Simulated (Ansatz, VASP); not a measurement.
## Two plane-wave programs on SnO

INCAR

```
PREC = Accurate
ENCUT = 520
EDIFF = 1E-6
ISMEAR = 0
SIGMA = 0.05
LREAL = F
LASPH = T
NELM = 60
ALGO = Normal
ISIF = 2
LWAVE = F
LCHARG = F
GGA = PS
NBANDS = 50
```

Contents of KPOINTS:

```
regular mesh
0
Gamma
  6 8 3
```

POSCAR

```
SnO
1.0
    0.0000000000      0.0000000000     -4.2219700000
   -3.3550050000      0.0000000000      0.0000000000
    0.0000000000     11.3482080000      0.0000000000
Sn O
4 4
Direct
    0.4868560000      0.0000000000      0.1159545000
    0.4868560000      0.0000000000      0.6159545000
    0.9868560000      0.5000000000      0.3840455000
    0.9868560000      0.5000000000      0.8840455000
    0.2631430000      0.0000000000      0.4456250000
    0.2631430000      0.0000000000      0.9456250000
    0.7631430000      0.5000000000      0.0543750000
    0.7631430000      0.5000000000      0.5543750000
```

Input for Ansatz:

```yaml
crystal:
  lattice:
    - [0.0, 0.0, -4.22197]
    - [-3.355005, 0.0, 0.0]
    - [0.0, 11.348208, 0.0]
  atoms:
    - { symbol: Sn, position: [0.486856, 0.0, 0.1159545] }
    - { symbol: Sn, position: [0.486856, 0.0, 0.6159545] }
    - { symbol: Sn, position: [0.986856, 0.5, 0.3840455] }
    - { symbol: Sn, position: [0.986856, 0.5, 0.8840455] }
    - { symbol: O, position: [0.263143, 0.0, 0.445625] }
    - { symbol: O, position: [0.263143, 0.0, 0.945625] }
    - { symbol: O, position: [0.763143, 0.5, 0.054375] }
    - { symbol: O, position: [0.763143, 0.5, 0.554375] }
basis:
  ecutwfc: 420
kpoints:
  mp_grid: { grid: [6, 8, 3] }
hamiltonian:
  xc: pbesol
scf:
  occupations: { method: gaussian, width: 0.05 }
output:
  forces: true
  stress: true
  eigenvalues: true
```

Alike in both runs: task single point; functional PBEsol; k mesh 6 × 8 × 3; occupations gaussian, width 0.05 eV; no spin polarisation.

```csv
,VASP,Ansatz
version,VASP 6.6.1,Ansatz 0.2.0
potentials or method,"VASP PAW PBE potentials, release 64 (Sn_d, O), cutoff 520 eV","scalar-relativistic, plane waves, PAW"
valence electrons in the cell,80,80
```

Ansatz gave:

```
gap on the k mesh at the Fermi level (eV)                     : 1.34
least direct gap on the mesh (eV)                             : 1.85
pressure (GPa)                                                : -3.1
traceless stress, the component that is largest in VASP (GPa) : -0.65
rms of the force components (eV/Å)                            : 0.188
```

Task: What did VASP give for the same quantities?

Result: gap on the k mesh at the Fermi level (eV): 1.33; least direct gap on the mesh (eV): 1.84; pressure (GPa): -2.9; traceless stress, the component that is largest in VASP (GPa): -0.62; rms of the force components (eV/Å): 0.156.

VASP's potentials were made for PBE, not for PBEsol. Atom by atom the forces differ by 0.033 eV/Å (rms over components).
